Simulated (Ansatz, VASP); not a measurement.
## Two plane-wave programs on BeS

POSCAR

```
BeS
1.0
    0.0000000000      2.2753541177      2.2753541177
    2.2753541177      0.0000000000      2.2753541177
    2.2753541177      2.2753541177      0.0000000000
Be S
1 1
Direct
    0.0000000000      0.0000000000      0.0000000000
    0.5000000000      0.5000000000      0.5000000000
```

INCAR.step1

```
SYSTEM = BeS
PREC = Accurate
ENCUT = 520
EDIFF = 1E-5
ISMEAR = 0
SIGMA = 0.01
LREAL = .False.
LASPH = .True.
NELM = 60
ALGO = Normal
ISIF = 2
LWAVE = .True.
LCHARG = .False.
NBANDS = 11
GGA = PE
```

INCAR.step2

```
SYSTEM = BeS
PREC = Accurate
ENCUT = 520
EDIFF = 1E-7
ISMEAR = 0
SIGMA = 0.01
LREAL = .False.
LASPH = .True.
NELM = 60
ALGO = Normal
ISIF = 2
LWAVE = .False.
LCHARG = .False.
GGA = PE
LHFCALC = .True.
HFSCREEN = 0.2079
PRECFOCK = Normal
NBANDS = 11
ISTART = 1
```

KPOINTS

```
regular mesh
0
Gamma
  6 6 6
  0 0 0
```

Input for Ansatz:

```yaml
crystal:
  lattice:
    - [0.0, 2.2753541177, 2.2753541177]
    - [2.2753541177, 0.0, 2.2753541177]
    - [2.2753541177, 2.2753541177, 0.0]
  atoms:
    - { symbol: Be, position: [0.0, 0.0, 0.0] }
    - { symbol: S, position: [0.5, 0.5, 0.5] }
kpoints:
  mp_grid: { grid: [6, 6, 6] }
  band_path:
    path:
      - [0.0, 0.0, 0.0]
      - [0.5, 0.0, 0.5]
      - [0.625, 0.25, 0.625]
      - [0.375, 0.375, 0.75]
      - [0.5, 0.5, 0.5]
      - [0.5, 0.25, 0.75]
      - [0.15, 0.15, 0.3]
    npoints: 1
hamiltonian:
  xc: hse06
scf:
  occupations: { method: fixed }
  n_extra_bands: 4
output:
  forces: true
  stress: true
  eigenvalues: true
```

Change from the starting cell: hydrostatic strain -1.8%.

Alike in both runs: task single point; functional HSE06; k mesh 6 × 6 × 6; no spin polarisation.

|  | VASP | Ansatz |
| --- | --- | --- |
| version | VASP 6.6.1 | Ansatz 0.2.0 |
| potentials or method | VASP PAW PBE potentials, release 64 (Be, S) | plane waves, PAW |
| plane-wave cutoff (eV) | 520 | 420 |
| occupations | gaussian, width 0.01 eV | fixed |
| valence electrons in the cell | 8 | 8 |

|  | VASP | Ansatz | Ansatz less VASP |
| --- | --- | --- | --- |
| gap on the k mesh at the Fermi level (eV) | 1.78 | 1.79 | +0.012 |
| pressure (GPa) | 4.6 | 4.9 | +0.25 |

Ansatz's warnings: stress exchange threshold loose, stress scf threshold loose.
